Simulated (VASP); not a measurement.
# LiTa4O (F-43m) in VASP: a series of runs

The runs below take LiTa4O through single point, relaxation of cell and atoms, with PBE.

All numbers are computed with VASP 6.6.1; they aren't measurements. Logs are shortened: lines on timing, memory, paths and dates and some standing lists are left out, and cuts for length are marked.

### Step 1. The cell of the first run

Symmetry: F-43m, No. 216, cubic system. Conventional cell: a = 7.224 Å, b = 7.224 Å, c = 7.224 Å, α = 90.00°, β = 90.00°, γ = 90.00°. Li (site symmetry -43m) has 12 Ta at 3.00 Å and 4 O at 3.13 Å within 3.9 Å. Ta (site symmetry 3m) has 6 Ta at 2.54 to 2.57 Å and 3 O at 2.99 Å and 3 Li at 3.00 Å within 3.4 Å. Within 3.9 Å of O (site symmetry -43m) lie 12 Ta at 2.99 Å and 4 Li at 3.13 Å.

The cell was built from a structure type or drawn by symmetry, and may not be a known phase.

### Step 2. Single point, PBE

The input, INCAR:

```
ALGO     = Normal         # electronic algorithm
EDIFF    = 1E-6           # SCF threshold, eV
ENCUT    = 520            # plane-wave cutoff, eV
GGA      = PE             # functional
ISIF     = 2              # what is computed and relaxed
ISMEAR   = 0              # smearing method
LASPH    = True           # aspherical terms in the spheres
LCHARG   = False          # write CHGCAR
LREAL    = False          # projectors in reciprocal space
LWAVE    = False          # write WAVECAR
NBANDS   = 36             # bands
NELM     = 80             # most SCF steps
PREC     = Accurate       # precision mode
SIGMA    = 0.1            # smearing width, eV
```

The input, KPOINTS:

```
k-points
0
Gamma
  4 4 4
```

The input, POSCAR:

```
LiTa4O
1.0
    0.0000000000      3.6119502800      3.6119502800
    3.6119502800      0.0000000000      3.6119502800
    3.6119502800      3.6119502800      0.0000000000
Li Ta O
1 4 1
Direct
    0.0000000000      0.0000000000      0.0000000000
    0.8730919700      0.3756360100      0.3756360100
    0.3756360100      0.3756360100      0.3756360100
    0.3756360100      0.8730919700      0.3756360100
    0.3756360100      0.3756360100      0.8730919700
    0.7500000000      0.7500000000      0.7500000000
```

Potentials or basis: VASP PAW PBE potentials, release 64 (Li_sv, Ta_pv, O).

The run is started by

```
> cat potpaw_PBE.64/Li_sv/POTCAR potpaw_PBE.64/Ta_pv/POTCAR potpaw_PBE.64/O/POTCAR > POTCAR
> mpirun -np 1 vasp_std > vasp.out
```

OUTCAR:

```text
EDIFF = 1E-6
   ENCUT = 520
   GGA = PE
   ISIF = 2
   ISMEAR = 0
   LASPH = True
   LREAL = False
   NELM = 80
   PREC = Accurate

 ion  position               nearest neighbor table
   1  0.000  0.000  0.000-   2 3.00   4 3.00   5 3.00   2 3.00   3 3.00   4 3.00   2 3.00   3 3.00
                             5 3.00   3 3.00   4 3.00   5 3.00
   2  0.873  0.376  0.376-   3 2.54   4 2.54   5 2.54   3 2.57   5 2.57   4 2.57   1 3.00   1 3.00
                             1 3.00
   3  0.376  0.376  0.376-   2 2.54   4 2.54   5 2.54   5 2.57   4 2.57   2 2.57   1 3.00   1 3.00
                             1 3.00
   4  0.376  0.873  0.376-   2 2.54   3 2.54   5 2.54   5 2.57   3 2.57   2 2.57   1 3.00   1 3.00
                             1 3.00
   5  0.376  0.376  0.873-   2 2.54   3 2.54   4 2.54   3 2.57   4 2.57   2 2.57   1 3.00   1 3.00
                             1 3.00
   6  0.750  0.750  0.750-

  LATTYP: Found a face centered cubic cell.
 ALAT       =     7.2239005600

  Lattice vectors:

 A1 = (   0.0000000000,   3.6119502800,   3.6119502800)
 A2 = (   3.6119502800,   0.0000000000,   3.6119502800)
 A3 = (   3.6119502800,   3.6119502800,   0.0000000000)

Analysis of symmetry for initial positions (statically):
=====================================================================
 Subroutine PRICEL returns:
 Original cell was already a primitive cell.

 Routine SETGRP: Setting up the symmetry group for a
 face centered cubic supercell.

 Subroutine GETGRP returns: Found 24 space group operations
 (whereof 24 operations were pure point group operations)
 out of a pool of 48 trial point group operations.

The static configuration has the point symmetry T_d .

Analysis of symmetry for dynamics (positions and initial velocities):
=====================================================================
 Subroutine PRICEL returns:
 Original cell was already a primitive cell.

 Routine SETGRP: Setting up the symmetry group for a
 face centered cubic supercell.

 Subroutine GETGRP returns: Found 24 space group operations
 (whereof 24 operations were pure point group operations)
 out of a pool of 48 trial point group operations.

The dynamic configuration has the point symmetry T_d .

 Subroutine INISYM returns: Found 24 space group operations
 (whereof 24 operations are pure point group operations),
 and found     1 'primitive' translations

----------------------------------------------------------------------------------------

                                     Primitive cell

  volume of cell :      94.2443

  direct lattice vectors                    reciprocal lattice vectors
     0.000000000  3.611950280  3.611950280    -0.138429370  0.138429370  0.138429370
     3.611950280  0.000000000  3.611950280     0.138429370 -0.138429370  0.138429370
     3.611950280  3.611950280  0.000000000     0.138429370  0.138429370 -0.138429370

  length of vectors
     5.108069073  5.108069073  5.108069073     0.239766701  0.239766701  0.239766701

  position of ions in fractional coordinates (direct lattice)
     0.000000000  0.000000000  0.000000000
     0.873091970  0.375636010  0.375636010
     0.375636010  0.375636010  0.375636010
     0.375636010  0.873091970  0.375636010
     0.375636010  0.375636010  0.873091970
     0.750000000  0.750000000  0.750000000

  ion indices of the primitive-cell ions
   primitive index   ion index
                 1           1
                 2           2
                 3           3
                 4           4
                 5           5
                 6           6

----------------------------------------------------------------------------------------

 KPOINTS: k-points

Automatic generation of k-mesh.
 Grid dimensions read from file:
 generate k-points for:    4    4    4

 Generating k-lattice:

  Cartesian coordinates                     Fractional coordinates (reciprocal lattice)
    -0.034607342  0.034607342  0.034607342     0.250000000  0.000000000  0.000000000
     0.034607342 -0.034607342  0.034607342     0.000000000  0.250000000  0.000000000
     0.034607342  0.034607342 -0.034607342     0.000000000  0.000000000  0.250000000

  Length of vectors
     0.059941675  0.059941675  0.059941675

  Shift w.r.t. Gamma in fractional coordinates (k-lattice)
     0.000000000  0.000000000  0.000000000

 Subroutine IBZKPT returns following result:
 ===========================================

 Found      8 irreducible k-points:

 Following reciprocal coordinates:
            Coordinates               Weight
  0.000000  0.000000  0.000000      1.000000
  0.250000  0.000000  0.000000      8.000000
  0.500000  0.000000  0.000000      4.000000
  0.250000  0.250000  0.000000      6.000000
  0.500000  0.250000  0.000000     24.000000
 -0.250000  0.250000  0.000000     12.000000
  0.500000  0.500000  0.000000      3.000000
 -0.250000  0.500000  0.250000      6.000000
   k-points           NKPTS =      8   k-points in BZ     NKDIM =      8   number of bands    NBANDS=     36
   number of dos      NEDOS =    301   number of ions     NIONS =      6
   total plane-waves  NPLWV =  64000
   dimension x,y,z NGX =    40 NGY =   40 NGZ =   40
   dimension x,y,z NGXF=    80 NGYF=   80 NGZF=   80
   ions per type =               1   4   1
   NGX,Y,Z   is equivalent  to a cutoff of  13.02, 13.02, 13.02 a.u.
   NGXF,Y,Z  is equivalent  to a cutoff of  26.04, 26.04, 26.04 a.u.
 SYSTEM =  unknown system
   PREC   = accura    normal or accurate (medium, high low for compatibility)
   ISTART =      0    job   : 0-new  1-cont  2-samecut
   ICHARG =      2    charge: 1-file 2-atom 10-const
   ISPIN  =      1    spin polarized calculation?
   LNONCOLLINEAR =      F non collinear calculations
   LSORBIT =      F    spin-orbit coupling
   LASPH  =      T    aspherical Exc in radial PAW
   ENCUT  =  520.0 eV  38.22 Ry    6.18 a.u.   9.50  9.50  9.50*2*pi/ulx,y,z
   NELM   =     80;   NELMIN=  2; NELMDL= -5     # of ELM steps
   EDIFF  = 0.1E-05   stopping-criterion for ELM
   LREAL  =      F    real-space projection
   EDIFFG = 0.1E-04   stopping-criterion for IOM
   NSW    =      0    number of steps for IOM
   IBRION =     -1    ionic relax: 0-MD 1-quasi-New 2-CG
   NFREE  =      0    steps in history (QN), initial steepest desc. (CG)
   ISIF   =      2    stress and relaxation
   ISYM   =      2    0-nonsym 1-usesym 2-fastsym
   POTIM  = 0.5000    time-step for ionic-motion
   TEBEG  =    0.0;   TEEND  =   0.0 temperature during run
   PSTRESS=    0.0 pullay stress
   NELECT =      53.0000    total number of electrons
   NUPDOWN=      -1.0000    fix difference up-down
   EMIN   =  10.00;   EMAX   =-10.00  energy-range for DOS
   EFERMI =   0.00;   METHOD = LEGACY
   ISMEAR =     0;   SIGMA  =   0.10  broadening in eV -4-tet -1-fermi 0-gaus
   EFERMI_NEDOS =   21; number of points for ismear=-14 and -15
   IALGO  =     38    algorithm
   IMIX   =      4    mixing-type and parameters
     AMIX     =   0.40;   BMIX     =  1.00
     AMIX_MAG =   1.60;   BMIX_MAG =  1.00
  volume/ion in A,a.u.               =      15.71       106.00
  Fermi-wavevector in a.u.,A,eV,Ry     =   1.351289  2.553567 24.844006  1.825983
  Thomas-Fermi vector in A             =   2.478723
   LORBIT       =      0    0 simple, 1 ext, 2 COOP (PROOUT), +10 PAW based schemes
   GGA     = PE    functional components
   LHFCALC =     F    Hartree Fock is set to
   AEXX    =    0.0000 exact exchange contribution
   IVDW    =     0    specifies the selected vdW correction
   LEPSILON=     F    determine dielectric tensor
   LRPA    =     F    only Hartree local field effects (RPA)
 non-spin polarized calculation
 Gauss-broadening in eV      SIGMA  =   0.10
  energy-cutoff  :      520.00
  volume of cell :       94.24
 maximum number of plane-waves:      2637
 NGX is ok and might be reduce to    40
   NGX = 19   NGY = 19   NGZ = 19

 number of electron      52.9999992 magnetization

 Free energy of the ion-electron system (eV)
  ---------------------------------------------------
  ext. energy  EPLUGINS =         0.00000000
  ---------------------------------------------------
  free energy    TOTEN  =       -46.19661944 eV

  energy without entropy =      -46.18225138  energy(sigma->0) =      -46.18943541

 E-fermi :   4.5263     XC(G=0): -11.6695

 val. band max:        4.4242242848   @ k =  -0.2500   0.5000   0.2500
 cond. band min:       4.5817614485   @ k =  -0.2500   0.5000   0.2500
 fundamental gap:      0.1575371638
 Fermi energy:         4.5262677420

 k-point     1 :       0.0000    0.0000    0.0000
  band No.  band energies     occupation
      1     -39.8563      2.00000
      2     -31.5949      2.00000
      3     -30.1299      2.00000
      4     -30.1299      2.00000
      5     -30.1299      2.00000
      6     -29.6626      2.00000
[... 28 lines left out ...]
     35       9.2711      0.00000
     36       9.2711      0.00000

 k-point     2 :       0.2500    0.0000    0.0000
  band No.  band energies     occupation
      1     -39.8562      2.00000
      2     -31.3428      2.00000
      3     -30.0410      2.00000
      4     -30.0172      2.00000
      5     -30.0172      2.00000
      6     -29.5808      2.00000
[... 28 lines left out ...]
     35       9.2745      0.00000
     36       9.2745      0.00000

 k-point     3 :       0.5000    0.0000    0.0000
  band No.  band energies     occupation
      1     -39.8562      2.00000
      2     -31.0508      2.00000
      3     -29.9264      2.00000
      4     -29.9264      2.00000
      5     -29.5799      2.00000
      6     -29.4746      2.00000
[... 28 lines left out ...]
     35       9.0827      0.00000
     36       9.0828      0.00000
[... 118 lines left out ...]
 k-point     7 :       0.5000    0.5000    0.0000
  band No.  band energies     occupation
      1     -39.8563      2.00000
      2     -30.4980      2.00000
      3     -30.4157      2.00000
      4     -29.4784      2.00000
      5     -29.4148      2.00000
      6     -29.3857      2.00000
[... 28 lines left out ...]
     35       6.6916      0.00000
     36       9.2060      0.00000

 k-point     8 :      -0.2500    0.5000    0.2500
  band No.  band energies     occupation
      1     -39.8563      2.00000
      2     -30.4535      2.00000
      3     -30.3565      2.00000
      4     -29.7317      2.00000
      5     -29.7039      2.00000
      6     -29.3422      2.00000
[... 28 lines left out ...]
     35       7.9432      0.00000
     36       7.9487      0.00000

------------------------ aborting loop because EDIFF is reached ----------------------------------------

  FORCE on cell =-STRESS in cart. coord.  units (eV):
  Direction    XX          YY          ZZ          XY          YZ          ZX
  --------------------------------------------------------------------------------------
  -------------------------------------------------------------------------------------
  Total       16.7011722     16.7011722     16.7011722      0.0000000      0.0000000     -0.0000000
  in kB      283.9240948    283.9240948    283.9240948      0.0000000      0.0000000     -0.0000000
  external PRESSURE =     283.9240948 kB  Pullay stress =       0.0000000 kB

 VOLUME and BASIS-vectors are now :
 -----------------------------------------------------------------------------
  energy-cutoff  :      520.00
  volume of cell :       94.24
      direct lattice vectors                 reciprocal lattice vectors
     0.000000000  3.611950280  3.611950280    -0.138429370  0.138429370  0.138429370
     3.611950280  0.000000000  3.611950280     0.138429370 -0.138429370  0.138429370
     3.611950280  3.611950280  0.000000000     0.138429370  0.138429370 -0.138429370

 POSITION                                       TOTAL-FORCE (eV/Angst)
 -----------------------------------------------------------------------------------
      0.00000      0.00000      0.00000         0.000000     -0.000000      0.000000
      2.71356      4.51034      4.51034        -1.274519      1.274519      1.274519
      2.71356      2.71356      2.71356        -1.274519     -1.274519     -1.274519
      4.51034      2.71356      4.51034         1.274519     -1.274519      1.274519
      4.51034      4.51034      2.71356         1.274519      1.274519     -1.274519
      5.41793      5.41793      5.41793         0.000000     -0.000000      0.000000
 -----------------------------------------------------------------------------------
    total drift:                               -0.000000     -0.000000      0.000000

  FREE ENERGIE OF THE ION-ELECTRON SYSTEM (eV)
  ---------------------------------------------------
  free  energy   TOTEN  =       -46.1966194374 eV

  energy  without entropy=      -46.1822513812  energy(sigma->0) =      -46.18943541
```

Wall time 46 s (1 thread of AMD EPYC 7R43 (Zen 3), shared host); peak memory 0.2 GiB.

Results:

```
Free energy            : -46.1966 eV
Largest force          : 2.208 eV/Å
Band gap on the k mesh : zero (an odd number of electrons rules out a gap without spin polarisation)
```

Forces on the atoms (eV/Å):
```
Li   0.000  0.000  0.000
Ta  -1.275  1.275  1.275
Ta  -1.275 -1.275 -1.275
Ta   1.275 -1.275  1.275
Ta   1.275  1.275 -1.275
O    0.000  0.000  0.000
```

Levels at points of the mesh, in eV from the Fermi level:
```tsv
k point	band 24	band 25	band 26	band 27	band 28	band 29
(0.00, 0.00, 0.00)	-1.89	-0.66	-0.66	-0.66	4.56	4.56
(0.50, 0.00, 0.00)	-0.92	-0.81	0.20	0.76	0.76	0.83
(0.50, 0.50, 0.00)	-0.92	-0.38	0.10	0.55	0.55	1.21
```

Caveat: the k points lie up to 0.38 Å⁻¹ apart, too coarse for converged energies and pressures of a metal; the cutoff is under 1.25 times the usual one of these potentials, so pressure, stress and relaxed cells hold a basis-set (Pulay) error; spin-orbit coupling is left out, which moves the levels of the heavy elements; an odd number of electrons without spin polarisation forces a metal; a magnetic or distorted state may lie lower.

### Step 3. Single point, PBE

This run uses another cell than the first one, of 19.07 Å³/atom.

The input, INCAR:

```
SYSTEM = LiTa4O
PREC     = Accurate       ! precision mode
ENCUT    = 520            ! plane-wave cutoff, eV
EDIFF    = 1E-6           ! SCF threshold, eV
ISMEAR   = 0              ! smearing method
SIGMA    = 0.1            ! smearing width, eV
LREAL    = .False.        ! projectors in reciprocal space
LASPH    = .True.         ! aspherical terms in the spheres
NELM     = 80             ! most SCF steps
ALGO     = Normal         ! electronic algorithm
ISIF     = 2              ! what is computed and relaxed
LWAVE    = .False.        ! write WAVECAR
LCHARG   = .False.        ! write CHGCAR
GGA      = PE             ! functional
NBANDS   = 36             ! bands
```

The input, KPOINTS:

```
regular mesh
0
Gamma
  4 4 4
  0 0 0
```

The input, POSCAR:

```
LiTa4O
1.0
    0.0000000000      3.8534937826      3.8534937826
    3.8534937826      0.0000000000      3.8534937826
    3.8534937826      3.8534937826      0.0000000000
Li Ta O
1 4 1
Direct
    0.0000000000      0.0000000000      0.0000000000
    0.8836489894      0.3721170035      0.3721170035
    0.3721170035      0.3721170035      0.3721170035
    0.3721170035      0.8836489894      0.3721170035
    0.3721170035      0.3721170035      0.8836489894
    0.7500000000      0.7500000000      0.7500000000
```

Potentials or basis: VASP PAW PBE potentials, release 64 (Li_sv, Ta_pv, O).

The run is started by

```
> cat potpaw_PBE.64/Li_sv/POTCAR potpaw_PBE.64/Ta_pv/POTCAR potpaw_PBE.64/O/POTCAR > POTCAR
> mpirun -np 1 vasp_std > vasp.out
```

Run time: 52 s. Hardware: 1 thread of AMD EPYC 7R43 (Zen 3), shared host; peak memory 0.22 GiB.

The run converged. Its results:

```
Free energy            : -47.8794 eV
Largest force          : 0.010 eV/Å
Band gap on the k mesh : zero (an odd number of electrons rules out a gap without spin polarisation)
```

Forces in eV/Å, atoms in the order of the input:
```
Li   0.000  0.000  0.000
Ta   0.006 -0.006 -0.006
Ta   0.006  0.006  0.006
Ta  -0.006  0.006 -0.006
Ta  -0.006 -0.006  0.006
O    0.000  0.000  0.000
```

Levels at points of the mesh, in eV from the Fermi level:
| k point | band 23 | band 24 | band 25 | band 26 | band 27 | band 28 | band 29 | band 30 | band 31 | band 32 |
| --- | --- | --- | --- | --- | --- | --- | --- | --- | --- | --- |
| (0.00, 0.00, 0.00) | -1.29 | -1.29 | -0.45 | -0.45 | -0.45 | 3.73 | 3.73 | 3.73 | 3.89 | 3.89 |
| (0.50, 0.00, 0.00) | -0.66 | -0.66 | -0.64 | 0.02 | 0.57 | 0.72 | 0.72 | 0.98 | 0.98 | 1.57 |
| (0.50, 0.50, 0.00) | -1.14 | -0.73 | -0.41 | 0.36 | 0.49 | 0.49 | 1.03 | 1.11 | 1.25 | 1.28 |

Caveat: the cutoff is under 1.25 times the usual one of these potentials, so pressure, stress and relaxed cells hold a basis-set (Pulay) error; spin-orbit coupling is left out, which moves the levels of the heavy elements; an odd number of electrons without spin polarisation forces a metal; a magnetic or distorted state may lie lower.

(Continued in part 2 of 2.)
